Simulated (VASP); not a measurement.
# Li (R-3m) in VASP: further runs

Runs on Li. Level: PBE. Tasks: single point.

All numbers are computed with VASP 6.6.1; they aren't measurements. Logs are shortened: lines on timing, memory, paths and dates and some standing lists are left out, and cuts for length are marked.

### Step 1. The cell of the first run

It takes space group R-3m (No. 166, trigonal). The conventional cell has a = 3.101 Å, b = 3.101 Å, c = 22.765 Å, α = 90.00°, β = 90.00°, γ = 120.00°. Within 4.1 Å of Li (site symmetry -3m) lie 12 Li at 3.10 Å. Li (site symmetry 3m) has 12 Li at 3.09 to 3.10 Å within 4.1 Å.

### Step 2. Single point, PBE

Input file INCAR:

```
ALGO     = Normal         # electronic algorithm
EDIFF    = 1E-6           # SCF threshold, eV
ENCUT    = 520            # plane-wave cutoff, eV
GGA      = PE             # functional
ISIF     = 2              # what is computed and relaxed
ISMEAR   = 0              # smearing method
LASPH    = T              # aspherical terms in the spheres
LCHARG   = T              # write CHGCAR
LELF     = T              # ELF
LREAL    = F              # projectors in reciprocal space
LVHAR    = T            
LWAVE    = F              # write WAVECAR
NBANDS   = 12             # bands
NELM     = 80             # most SCF steps
PREC     = Accurate       # precision mode
SIGMA    = 0.1            # smearing width, eV
```

Input file KPOINTS:

```
k-points
0
Gamma
  6 6 6
```

Input file POSCAR:

```
Li
1.0
    1.5504989657      0.8951809952      7.5883000000
   -1.5504989657      0.8951809952      7.5883000000
    0.0000000000     -1.7903619905      7.5883000000
Li
3
Direct
    0.0000000000      0.0000000000      0.0000000000
    0.2220000000      0.2220000000      0.2220000000
    0.7780000000      0.7780000000      0.7780000000
```

Potentials or basis: VASP PAW PBE potentials, release 64 (Li_sv).

On the command line:

```console
> cat potpaw_PBE.64/Li_sv/POTCAR > POTCAR
> mpirun -np 1 vasp_std > vasp.out
```

OUTCAR:

```text
EDIFF = 1E-6
   ENCUT = 520
   GGA = PE
   ISIF = 2
   ISMEAR = 0
   LASPH = T
   LREAL = F
   NELM = 80
   PREC = Accurate

 ion  position               nearest neighbor table
   1  0.000  0.000  0.000-
   2  0.222  0.222  0.222-
   3  0.778  0.778  0.778-

  LATTYP: Found a trigonal (rhomboedric) cell.
 ALAT       =     7.7966462628
 COS(alpha) =     0.9209034946

  Lattice vectors:

 A1 = (   1.5504989657,   0.8951809952,   7.5883000000)
 A2 = (  -1.5504989657,   0.8951809952,   7.5883000000)
 A3 = (   0.0000000000,  -1.7903619905,   7.5883000000)

Analysis of symmetry for initial positions (statically):
=====================================================================
 Subroutine PRICEL returns:
 Original cell was already a primitive cell.

 Routine SETGRP: Setting up the symmetry group for a
 trigonal (rhombohedral) supercell.

 Subroutine GETGRP returns: Found 12 space group operations
 (whereof 12 operations were pure point group operations)
 out of a pool of 12 trial point group operations.

The static configuration has the point symmetry D_3d.

Analysis of symmetry for dynamics (positions and initial velocities):
=====================================================================
 Subroutine PRICEL returns:
 Original cell was already a primitive cell.

 Routine SETGRP: Setting up the symmetry group for a
 trigonal (rhombohedral) supercell.

 Subroutine GETGRP returns: Found 12 space group operations
 (whereof 12 operations were pure point group operations)
 out of a pool of 12 trial point group operations.

The dynamic configuration has the point symmetry D_3d.

 Subroutine INISYM returns: Found 12 space group operations
 (whereof 12 operations are pure point group operations),
 and found     1 'primitive' translations

----------------------------------------------------------------------------------------

                                     Primitive cell

  volume of cell :      63.1943

  direct lattice vectors                    reciprocal lattice vectors
     1.550498966  0.895180995  7.588300000     0.322476836  0.186182088  0.043927274
    -1.550498966  0.895180995  7.588300000    -0.322476836  0.186182088  0.043927274
     0.000000000 -1.790361990  7.588300000     0.000000000 -0.372364176  0.043927274

  length of vectors
     7.796646263  7.796646263  7.796646263     0.374946242  0.374946242  0.374946242

  position of ions in fractional coordinates (direct lattice)
     0.000000000  0.000000000  0.000000000
     0.222000000  0.222000000  0.222000000
     0.778000000  0.778000000  0.778000000

  ion indices of the primitive-cell ions
   primitive index   ion index
                 1           1
                 2           2
                 3           3

----------------------------------------------------------------------------------------

 KPOINTS: k-points

Automatic generation of k-mesh.
 Grid dimensions read from file:
 generate k-points for:    6    6    6

 Generating k-lattice:

  Cartesian coordinates                     Fractional coordinates (reciprocal lattice)
     0.053746139  0.031030348  0.007321212     0.166666667  0.000000000  0.000000000
    -0.053746139  0.031030348  0.007321212     0.000000000  0.166666667  0.000000000
     0.000000000 -0.062060696  0.007321212    -0.000000000 -0.000000000  0.166666667

  Length of vectors
     0.062491040  0.062491040  0.062491040

  Shift w.r.t. Gamma in fractional coordinates (k-lattice)
     0.000000000  0.000000000  0.000000000

 Subroutine IBZKPT returns following result:
 ===========================================

 Found     32 irreducible k-points:

 Following reciprocal coordinates:
            Coordinates               Weight
  0.000000  0.000000  0.000000      1.000000
  0.166667  0.000000  0.000000      6.000000
  0.333333  0.000000  0.000000      6.000000
  0.500000 -0.000000  0.000000      3.000000
  0.166667  0.166667  0.000000      6.000000
  0.333333  0.166667  0.000000     12.000000
[... 16 lines left out ...]
  0.500000  0.500000  0.166667      6.000000
 -0.333333  0.500000  0.166667     12.000000
 [... further k-points ...]
   k-points           NKPTS =     32   k-points in BZ     NKDIM =     32   number of bands    NBANDS=     12
   number of dos      NEDOS =    301   number of ions     NIONS =      3
   total plane-waves  NPLWV = 216000
   dimension x,y,z NGX =    60 NGY =   60 NGZ =   60
   dimension x,y,z NGXF=   120 NGYF=  120 NGZF=  120
   ions per type =               3
   NGX,Y,Z   is equivalent  to a cutoff of  12.79, 12.79, 12.79 a.u.
   NGXF,Y,Z  is equivalent  to a cutoff of  25.59, 25.59, 25.59 a.u.
 SYSTEM =  unknown system
   PREC   = accura    normal or accurate (medium, high low for compatibility)
   ISTART =      0    job   : 0-new  1-cont  2-samecut
   ICHARG =      2    charge: 1-file 2-atom 10-const
   ISPIN  =      1    spin polarized calculation?
   LNONCOLLINEAR =      F non collinear calculations
   LSORBIT =      F    spin-orbit coupling
   LASPH  =      T    aspherical Exc in radial PAW
   ENCUT  =  520.0 eV  38.22 Ry    6.18 a.u.  14.50 14.50 14.50*2*pi/ulx,y,z
   NELM   =     80;   NELMIN=  2; NELMDL= -5     # of ELM steps
   EDIFF  = 0.1E-05   stopping-criterion for ELM
   LREAL  =      F    real-space projection
   EDIFFG = 0.1E-04   stopping-criterion for IOM
   NSW    =      0    number of steps for IOM
   IBRION =     -1    ionic relax: 0-MD 1-quasi-New 2-CG
   NFREE  =      0    steps in history (QN), initial steepest desc. (CG)
   ISIF   =      2    stress and relaxation
   ISYM   =      2    0-nonsym 1-usesym 2-fastsym
   POTIM  = 0.5000    time-step for ionic-motion
   TEBEG  =    0.0;   TEEND  =   0.0 temperature during run
   PSTRESS=    0.0 pullay stress
   NELECT =       9.0000    total number of electrons
   NUPDOWN=      -1.0000    fix difference up-down
   EMIN   =  10.00;   EMAX   =-10.00  energy-range for DOS
   EFERMI =   0.00;   METHOD = LEGACY
   ISMEAR =     0;   SIGMA  =   0.10  broadening in eV -4-tet -1-fermi 0-gaus
   EFERMI_NEDOS =   21; number of points for ismear=-14 and -15
   IALGO  =     38    algorithm
   IMIX   =      4    mixing-type and parameters
     AMIX     =   0.40;   BMIX     =  1.00
     AMIX_MAG =   1.60;   BMIX_MAG =  1.00
  volume/ion in A,a.u.               =      21.06       142.15
  Fermi-wavevector in a.u.,A,eV,Ry     =   0.854928  1.615580  9.944528  0.730902
  Thomas-Fermi vector in A             =   1.971600
   LORBIT       =      0    0 simple, 1 ext, 2 COOP (PROOUT), +10 PAW based schemes
   GGA     = PE    functional components
   LHFCALC =     F    Hartree Fock is set to
   AEXX    =    0.0000 exact exchange contribution
   IVDW    =     0    specifies the selected vdW correction
   LEPSILON=     F    determine dielectric tensor
   LRPA    =     F    only Hartree local field effects (RPA)
 non-spin polarized calculation
 Gauss-broadening in eV      SIGMA  =   0.10
  energy-cutoff  :      520.00
  volume of cell :       63.19
 maximum number of plane-waves:      1718
 NGX is ok and might be reduce to    60
   NGX = 29   NGY = 29   NGZ = 29

 number of electron       9.0000011 magnetization

 Free energy of the ion-electron system (eV)
  ---------------------------------------------------
  ext. energy  EPLUGINS =         0.00000000
  ---------------------------------------------------
  free energy    TOTEN  =        -5.68410085 eV

  energy without entropy =       -5.67501354  energy(sigma->0) =       -5.67955720

 E-fermi :   0.4506     XC(G=0):  -6.9513

 val. band max:        0.4266669087   @ k =  -0.3333   0.5000   0.1667
 cond. band min:       0.4654883211   @ k =   0.5000  -0.0000   0.0000
 fundamental gap:      0.0388214124
 Fermi energy:         0.4506179451

 k-point     1 :       0.0000    0.0000    0.0000
  band No.  band energies     occupation
      1     -46.0776      2.00000
      2     -46.0633      2.00000
      3     -46.0577      2.00000
      4      -2.9908      2.00000
      5      -1.0557      2.00000
      6      -1.0557      2.00000
      7       6.0436      0.00000
      8       6.0703      0.00000
      9      12.9813      0.00000
     10      12.9813      0.00000
     11      13.1145      0.00000
     12      13.1145      0.00000

 k-point     2 :       0.1667    0.0000    0.0000
  band No.  band energies     occupation
      1     -46.0746      2.00000
      2     -46.0609      2.00000
      3     -46.0556      2.00000
      4      -2.5494      2.00000
      5      -0.8024      2.00000
      6      -0.3781      2.00000
      7       5.8165      0.00000
      8       6.7684      0.00000
      9       9.7136      0.00000
     10      10.6713      0.00000
     11      11.1952      0.00000
     12      11.6636      0.00000

 k-point     3 :       0.3333    0.0000    0.0000
  band No.  band energies     occupation
      1     -46.0685      2.00000
      2     -46.0557      2.00000
      3     -46.0518      2.00000
      4      -1.2320      2.00000
      5       0.2999      1.96696
      6       1.1517      0.00000
      7       4.6825      0.00000
      8       6.0454      0.00000
      9       7.6584      0.00000
     10       8.0034      0.00000
     11       9.2405      0.00000
     12       9.7464      0.00000

 k-point     4 :       0.5000   -0.0000    0.0000
  band No.  band energies     occupation
      1     -46.0654      2.00000
      2     -46.0526      2.00000
      3     -46.0503      2.00000
      4       0.4655      0.83343
      5       1.3201      0.00000
      6       1.5460      0.00000
      7       4.1365      0.00000
      8       4.2634      0.00000
      9       4.8800      0.00000
     10       8.7378      0.00000
     11       9.3279      0.00000
     12       9.3404      0.00000

 k-point     5 :       0.1667    0.1667    0.0000
  band No.  band energies     occupation
      1     -46.0746      2.00000
      2     -46.0611      2.00000
      3     -46.0555      2.00000
      4      -2.5309      2.00000
      5      -1.0002      2.00000
      6      -0.1548      2.00000
      7       5.4269      0.00000
      8       7.1752      0.00000
      9       9.9348      0.00000
     10      10.2905      0.00000
     11      10.9563      0.00000
     12      12.1604      0.00000
[... 228 lines left out ...]
      1     -46.0654      2.00000
      2     -46.0528      2.00000
      3     -46.0501      2.00000
      4       0.2978      1.96929
      5       0.7505      0.00002
      6       2.7095      0.00000
      7       4.1876      0.00000
      8       5.1964      0.00000
      9       5.5373      0.00000
     10       5.6739      0.00000
     11       7.8731      0.00000
     12       8.6706      0.00000

 k-point    22 :      -0.1667    0.3333    0.1667
  band No.  band energies     occupation
      1     -46.0654      2.00000
      2     -46.0527      2.00000
      3     -46.0502      2.00000
      4       0.0724      2.00000
      5       1.3989      0.00000
      6       2.1593      0.00000
      7       4.0992      0.00000
      8       4.3489      0.00000
      9       6.0520      0.00000
     10       7.0613      0.00000
     11       7.8759      0.00000
     12       8.6139      0.00000

 k-point    23 :       0.5000    0.5000    0.1667
  band No.  band energies     occupation
      1     -46.0683      2.00000
      2     -46.0563      2.00000
      3     -46.0513      2.00000
      4      -0.9501      2.00000
      5      -0.5342      2.00000
      6       2.3960      0.00000
      7       3.7998      0.00000
      8       5.9910      0.00000
      9       6.6484      0.00000
     10       8.6789      0.00000
     11       9.2753      0.00000
     12      11.0227      0.00000

 k-point    24 :      -0.3333    0.5000    0.1667
  band No.  band energies     occupation
      1     -46.0654      2.00000
      2     -46.0528      2.00000
      3     -46.0501      2.00000
      4       0.4267      1.26518
      5       0.5748      0.07903
      6       2.7861      0.00000
      7       4.3821      0.00000
      8       4.8102      0.00000
      9       5.2645      0.00000
     10       6.2041      0.00000
     11       8.0030      0.00000
     12       8.7189      0.00000

 [... further k-points ...]
[... 5 lines left out ...]
  --------------------------------------------------------------------------------------
  -------------------------------------------------------------------------------------
  Total       -0.1420357     -0.1420357     -0.3156192      0.0000000      0.0000000      0.0000000
  in kB       -3.6010570     -3.6010570     -8.0019511      0.0000000      0.0000000      0.0000000
  external PRESSURE =      -5.0680217 kB  Pullay stress =       0.0000000 kB

 VOLUME and BASIS-vectors are now :
 -----------------------------------------------------------------------------
  energy-cutoff  :      520.00
  volume of cell :       63.19
      direct lattice vectors                 reciprocal lattice vectors
     1.550498966  0.895180995  7.588300000     0.322476836  0.186182088  0.043927274
    -1.550498966  0.895180995  7.588300000    -0.322476836  0.186182088  0.043927274
     0.000000000 -1.790361990  7.588300000     0.000000000 -0.372364176  0.043927274

 POSITION                                       TOTAL-FORCE (eV/Angst)
 -----------------------------------------------------------------------------------
      0.00000      0.00000      0.00000         0.000000      0.000000      0.000000
      0.00000     -0.00000      5.05381         0.000000     -0.000000      0.006172
      0.00000     -0.00000     17.71109         0.000000      0.000000     -0.006172
 -----------------------------------------------------------------------------------
    total drift:                               -0.000000     -0.000000      0.000000

  FREE ENERGIE OF THE ION-ELECTRON SYSTEM (eV)
  ---------------------------------------------------
  free  energy   TOTEN  =        -5.6841008510 eV

  energy  without entropy=       -5.6750135439  energy(sigma->0) =       -5.67955720
```

Run time: 68 s. Hardware: 1 thread of AMD EPYC 9R45 (Zen 5), shared host; peak memory 0.4 GiB.

Results:

```yaml
Free_energy: -5.6841 eV
Largest_force: 0.006 eV/Å
```

Forces on the atoms (eV/Å):
```
Li   0.000  0.000  0.000
Li   0.000  0.000  0.006
Li   0.000  0.000 -0.006
```

Levels at points of the mesh, in eV from the Fermi level:
```
           k point  band 1  band 2  band 3  band 4  band 5  band 6  band 7  band 8  band 9  band 10
(0.00, 0.00, 0.00)  -46.53  -46.51  -46.51   -3.44   -1.51   -1.51    5.59    5.62   12.53    12.53
(0.50, 0.00, 0.00)  -46.52  -46.50  -46.50    0.01    0.87    1.10    3.69    3.81    4.43     8.29
(0.50, 0.50, 0.00)  -46.52  -46.50  -46.50    0.30    0.39    1.20    3.17    4.38    5.45     6.66
(0.50, 0.50, 0.50)  -46.53  -46.52  -46.51   -2.95   -2.95    0.07    2.88   10.30   10.35    12.23
```

Caveat: the k points lie up to 0.39 Å⁻¹ apart; the cutoff is under 1.25 times the usual one of these potentials, so pressure, stress and relaxed cells hold a basis-set (Pulay) error.

### Step 3. Single point, PBE

Input file INCAR:

```
PREC = Accurate
ENCUT = 520
EDIFF = 1E-6
ISMEAR = 0
SIGMA = 0.1
LREAL = False
LASPH = True
NELM = 60
ALGO = Normal
ISIF = 2
LWAVE = False
LCHARG = True
GGA = PE
LELF = True
LVHAR = True
NELECT = 10.0
NBANDS = 12
```

Input file KPOINTS:

```
regular mesh
0
Gamma
  6 6 6
```

POSCAR is that of step 2.

Potentials or basis: VASP PAW PBE potentials, release 64 (Li_sv).

On the command line:

```console
> cat potpaw_PBE.64/Li_sv/POTCAR > POTCAR
> mpirun -np 1 vasp_std > vasp.out
```

OUTCAR:

```text
PREC = Accurate
   ENCUT = 520
   EDIFF = 1E-6
   ISMEAR = 0
   LREAL = False
   LASPH = True
   NELM = 60
   ISIF = 2
   GGA = PE
   NELECT = 10.0

 ion  position               nearest neighbor table
   1  0.000  0.000  0.000-
   2  0.222  0.222  0.222-
   3  0.778  0.778  0.778-

  LATTYP: Found a trigonal (rhomboedric) cell.
 ALAT       =     7.7966462628
 COS(alpha) =     0.9209034946

  Lattice vectors:
[... 542 lines left out ...]
      5       0.0423      2.00000
      6       2.2574      0.00000
      7       3.8536      0.00000
      8       4.2807      0.00000
      9       4.7404      0.00000
     10       5.6770      0.00000
     11       7.4804      0.00000
     12       8.1937      0.00000

 [... further k-points ...]
[... 5 lines left out ...]
  --------------------------------------------------------------------------------------
  -------------------------------------------------------------------------------------
  Total        2.3973833      2.3973833      2.6913237     -0.0000000     -0.0000000     -0.0000000
  in kB       60.7812992     60.7812992     68.2336250     -0.0000000     -0.0000000     -0.0000000
  external PRESSURE =      63.2654078 kB  Pullay stress =       0.0000000 kB

 VOLUME and BASIS-vectors are now :
 -----------------------------------------------------------------------------
  energy-cutoff  :      520.00
  volume of cell :       63.19
      direct lattice vectors                 reciprocal lattice vectors
     1.550498966  0.895180995  7.588300000     0.322476836  0.186182088  0.043927274
    -1.550498966  0.895180995  7.588300000    -0.322476836  0.186182088  0.043927274
     0.000000000 -1.790361990  7.588300000     0.000000000 -0.372364176  0.043927274

 POSITION                                       TOTAL-FORCE (eV/Angst)
 -----------------------------------------------------------------------------------
      0.00000      0.00000      0.00000         0.000000      0.000000     -0.000000
      0.00000     -0.00000      5.05381         0.000000     -0.000000      0.021077
      0.00000     -0.00000     17.71109         0.000000      0.000000     -0.021077
 -----------------------------------------------------------------------------------
    total drift:                               -0.000000     -0.000000      0.000000

  FREE ENERGIE OF THE ION-ELECTRON SYSTEM (eV)
  ---------------------------------------------------
  free  energy   TOTEN  =        -5.1683151175 eV

  energy  without entropy=       -5.1611586325  energy(sigma->0) =       -5.16473687
```

Run time: 72 s. Hardware: 1 thread of AMD EPYC 9R45 (Zen 5), shared host; peak memory 0.4 GiB.

Results:

```yaml
Free_energy: -5.1683 eV
Largest_force: 0.021 eV/Å
```

Forces on the atoms (eV/Å):
```
Li   0.000  0.000  0.000
Li   0.000  0.000  0.021
Li   0.000  0.000 -0.021
```

Caveat: the k points lie up to 0.39 Å⁻¹ apart; the cell carries a net charge on a neutralising background, which shifts energy and pressure; the cell is charged against a uniform background, so pressure and absolute levels hang on convention; the cutoff is under 1.25 times the usual one of these potentials, so pressure, stress and relaxed cells hold a basis-set (Pulay) error.

(Part 1 of 2 ends here.)
